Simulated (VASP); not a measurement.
# MoS2 (P-3m1) in VASP: further runs

The runs below take MoS2 through single point, with PBEsol.

All numbers are computed with VASP 6.6.1; they aren't measurements. Logs are shortened: lines on timing, memory, paths and dates and some standing lists are left out, and cuts for length are marked.

## 1. The cell of the first run

Symmetry: P-3m1, No. 164, trigonal system. Conventional cell: a = 3.227 Å, b = 3.227 Å, c = 6.249 Å, α = 90.00°, β = 90.00°, γ = 120.00°. Mo (site symmetry -3m) has 6 S at 2.41 Å within 3.2 Å. Within 3.2 Å of S (site symmetry 3m) lie 3 Mo at 2.41 Å.

## 2. Single point, PBEsol

INCAR

```
PREC     = Accurate       # precision mode
ENCUT    = 520            # plane-wave cutoff, eV
EDIFF    = 1E-6           # SCF threshold, eV
ISMEAR   = -1             # smearing method
SIGMA    = 0.05           # smearing width, eV
LREAL    = F              # projectors in reciprocal space
LASPH    = T              # aspherical terms in the spheres
NELM     = 80             # most SCF steps
ALGO     = Normal         # electronic algorithm
ISIF     = 2              # what is computed and relaxed
LWAVE    = F              # write WAVECAR
LCHARG   = F              # write CHGCAR
GGA      = PS             # functional
NBANDS   = 20             # bands
```

KPOINTS

```
regular mesh
0
Gamma
  8 8 4
```

POSCAR

```
MoS2
1.0
    3.2274645616      0.0000000000      0.0000000000
   -1.6137322808      2.7950663001      0.0000000000
    0.0000000000      0.0000000000      6.2493486858
Mo S
1 2
Direct
    0.0000000000      0.0000000000      0.5000000000
    0.6666666667      0.3333333333      0.7446806800
    0.3333333333      0.6666666667      0.2553193200
```

Potentials or basis: VASP PAW PBE potentials, release 64 (Mo_sv, S).

Command:

```bash
$ cat potpaw_PBE.64/Mo_sv/POTCAR potpaw_PBE.64/S/POTCAR > POTCAR
$ mpirun -np 1 vasp_std > vasp.out
```

OUTCAR:

```text
PREC = Accurate
   ENCUT = 520
   EDIFF = 1E-6
   ISMEAR = -1
   LREAL = F
   LASPH = T
   NELM = 80
   ISIF = 2
   GGA = PS

 ion  position               nearest neighbor table
   1  0.000  0.000  0.500-   2 2.41   3 2.41   3 2.41   2 2.41   2 2.41   3 2.41
   2  0.667  0.333  0.745-   1 2.41   1 2.41   1 2.41
   3  0.333  0.667  0.255-   1 2.41   1 2.41   1 2.41

  LATTYP: Found a hexagonal cell.
 ALAT       =     3.2274645616
 C/A-ratio  =     1.9363028057

  Lattice vectors:

 A1 = (   3.2274645616,   0.0000000000,   0.0000000000)
 A2 = (  -1.6137322808,   2.7950663001,   0.0000000000)
 A3 = (   0.0000000000,   0.0000000000,   6.2493486858)

Analysis of symmetry for initial positions (statically):
=====================================================================
 Subroutine PRICEL returns:
 Original cell was already a primitive cell.

 Routine SETGRP: Setting up the symmetry group for a
 hexagonal supercell.

 Subroutine GETGRP returns: Found 12 space group operations
 (whereof 12 operations were pure point group operations)
 out of a pool of 24 trial point group operations.

The static configuration has the point symmetry D_3d.

Analysis of symmetry for dynamics (positions and initial velocities):
=====================================================================
 Subroutine PRICEL returns:
 Original cell was already a primitive cell.

 Routine SETGRP: Setting up the symmetry group for a
 hexagonal supercell.

 Subroutine GETGRP returns: Found 12 space group operations
 (whereof 12 operations were pure point group operations)
 out of a pool of 24 trial point group operations.

The dynamic configuration has the point symmetry D_3d.

 Subroutine INISYM returns: Found 12 space group operations
 (whereof 12 operations are pure point group operations),
 and found     1 'primitive' translations

----------------------------------------------------------------------------------------

                                     Primitive cell

  volume of cell :      56.3752

  direct lattice vectors                    reciprocal lattice vectors
     3.227464562  0.000000000  0.000000000     0.309840737  0.178886633  0.000000000
    -1.613732281  2.795066300  0.000000000     0.000000000  0.357773266  0.000000000
     0.000000000  0.000000000  6.249348686     0.000000000  0.000000000  0.160016675

[... 75 lines left out ...]
 SYSTEM =  unknown system
   PREC   = accura    normal or accurate (medium, high low for compatibility)
   ISTART =      0    job   : 0-new  1-cont  2-samecut
   ICHARG =      2    charge: 1-file 2-atom 10-const
   ISPIN  =      1    spin polarized calculation?
   LNONCOLLINEAR =      F non collinear calculations
   LSORBIT =      F    spin-orbit coupling
   LASPH  =      T    aspherical Exc in radial PAW
   ENCUT  =  520.0 eV  38.22 Ry    6.18 a.u.   6.00  6.00 11.62*2*pi/ulx,y,z
   NELM   =     80;   NELMIN=  2; NELMDL= -5     # of ELM steps
   EDIFF  = 0.1E-05   stopping-criterion for ELM
   LREAL  =      F    real-space projection
   EDIFFG = 0.1E-04   stopping-criterion for IOM
   NSW    =      0    number of steps for IOM
   IBRION =     -1    ionic relax: 0-MD 1-quasi-New 2-CG
   NFREE  =      0    steps in history (QN), initial steepest desc. (CG)
   ISIF   =      2    stress and relaxation
   ISYM   =      2    0-nonsym 1-usesym 2-fastsym
   POTIM  = 0.5000    time-step for ionic-motion
   TEBEG  =    0.0;   TEEND  =   0.0 temperature during run
   PSTRESS=    0.0 pullay stress
   NELECT =      26.0000    total number of electrons
   NUPDOWN=      -1.0000    fix difference up-down
   EMIN   =  10.00;   EMAX   =-10.00  energy-range for DOS
   EFERMI =   0.00;   METHOD = LEGACY
   ISMEAR =    -1;   SIGMA  =   0.05  broadening in eV -4-tet -1-fermi 0-gaus
   EFERMI_NEDOS =   21; number of points for ismear=-14 and -15
   IALGO  =     38    algorithm
   IMIX   =      4    mixing-type and parameters
     AMIX     =   0.40;   BMIX     =  1.00
     AMIX_MAG =   1.60;   BMIX_MAG =  1.00
  volume/ion in A,a.u.               =      18.79       126.81
  Fermi-wavevector in a.u.,A,eV,Ry     =   1.264843  2.390206 21.766966  1.599827
  Thomas-Fermi vector in A             =   2.398127
   LORBIT       =      0    0 simple, 1 ext, 2 COOP (PROOUT), +10 PAW based schemes
   GGA     = PS    functional components
   LHFCALC =     F    Hartree Fock is set to
   AEXX    =    0.0000 exact exchange contribution
   IVDW    =     0    specifies the selected vdW correction
   LEPSILON=     F    determine dielectric tensor
   LRPA    =     F    only Hartree local field effects (RPA)
 non-spin polarized calculation
  energy-cutoff  :      520.00
  volume of cell :       56.38
 maximum number of plane-waves:      1550
   NGX = 13   NGY = 13   NGZ = 23

 number of electron      26.0000000 magnetization

 Free energy of the ion-electron system (eV)
  ---------------------------------------------------
  ext. energy  EPLUGINS =         0.00000000
  ---------------------------------------------------
  free energy    TOTEN  =       -22.56637095 eV

  energy without entropy =      -22.55438786  energy(sigma->0) =      -22.56037941

 E-fermi :   6.9653     XC(G=0): -10.6772

 val. band max:        6.9645082473   @ k =   0.2500   0.2500   0.5000
 cond. band min:       6.9786027753   @ k =   0.1250   0.0000   0.0000
 fundamental gap:      0.0140945281
 Fermi energy:         6.9652774448

 k-point     1 :       0.0000    0.0000    0.0000
  band No.  band energies     occupation
      1     -54.7216      2.00000
      2     -28.7876      2.00000
      3     -28.7635      2.00000
      4     -28.7635      2.00000
      5      -7.9214      2.00000
      6      -6.3994      2.00000
[... 541 lines left out ...]
     19      14.2988      0.00000
     20      15.7310      0.00000

 [... further k-points ...]
[... 5 lines left out ...]
  --------------------------------------------------------------------------------------
  -------------------------------------------------------------------------------------
  Total       -1.1923134     -1.1923134      0.2848635      0.0000000      0.0000000      0.0000000
  in kB      -33.8854036    -33.8854036      8.0957859      0.0000000      0.0000000      0.0000000
  external PRESSURE =     -19.8916737 kB  Pullay stress =       0.0000000 kB

 VOLUME and BASIS-vectors are now :
 -----------------------------------------------------------------------------
  energy-cutoff  :      520.00
  volume of cell :       56.38
      direct lattice vectors                 reciprocal lattice vectors
     3.227464562  0.000000000  0.000000000     0.309840737  0.178886633  0.000000000
    -1.613732281  2.795066300  0.000000000     0.000000000  0.357773266  0.000000000
     0.000000000  0.000000000  6.249348686     0.000000000  0.000000000  0.160016675

 POSITION                                       TOTAL-FORCE (eV/Angst)
 -----------------------------------------------------------------------------------
      0.00000      0.00000      3.12467        -0.000000      0.000000      0.000000
      1.61373      0.93169      4.65377        -0.000000      0.000000      0.246482
     -0.00000      1.86338      1.59558         0.000000      0.000000     -0.246482
 -----------------------------------------------------------------------------------
    total drift:                                0.000000     -0.000000      0.000000

  FREE ENERGIE OF THE ION-ELECTRON SYSTEM (eV)
  ---------------------------------------------------
  free  energy   TOTEN  =       -22.5663709525 eV

  energy  without entropy=      -22.5543878585  energy(sigma->0) =      -22.56037941
```

Wall time 20 s (1 thread of Intel Xeon Platinum 8488C (Sapphire Rapids), shared host); peak memory 0.18 GiB.

What came out:

```yaml
Free_energy: -22.5664 eV
Pressure: -2.0 GPa
Largest_force: 0.246 eV/Å
Band_gap_on_the_k_mesh: zero (band 13 reaches 7.14 eV, above the bottom of band 14 at 6.55 eV)
```

Forces in eV/Å, atoms in the order of the input:
```
Mo   0.000  0.000  0.000
S    0.000  0.000  0.246
S    0.000  0.000 -0.246
```

Stress tensor (GPa, compression positive):
```
-3.39  0.00  0.00
 0.00 -3.39  0.00
 0.00  0.00  0.81
```

Caveat: the PAW data sets were made with another functional, which shifts forces and pressure a little; this functional lacks dispersion, which binds the layers, so the pressure and a relaxed spacing across them are unreliable.

(Continued in part 2 of 2.)
